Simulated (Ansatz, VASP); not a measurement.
# TiC in VASP and in Ansatz

```xyz
2
Lattice="0.0000 2.1925 2.1925 2.1925 0.0000 2.1925 2.1925 2.1925 0.0000" Properties=species:S:1:pos:R:3 pbc="T T T"
Ti    0.0000    0.0000    0.0000
C     2.1925    2.1925    2.1925
```

Change from the starting cell: volume scaled by 1.04.

Alike in both runs: task single point; functional PBEsol; k mesh 14 × 14 × 14; occupations fermi-dirac, width 0.03 eV; no spin polarisation.

```csv
,VASP,Ansatz
version,VASP 6.6.1,Ansatz 0.2.0
potentials or method,"VASP PAW PBE potentials, release 64 (Ti_sv, C), cutoff 520 eV","all-electron LAPW, scalar-relativistic"
```

```tsv
	VASP	Ansatz	Ansatz less VASP
pressure (GPa)	-14.7	-15.0	-0.26
```

VASP's potentials were made for PBE, not for PBEsol. Ansatz ran all-electron here, and VASP with PAW potentials.
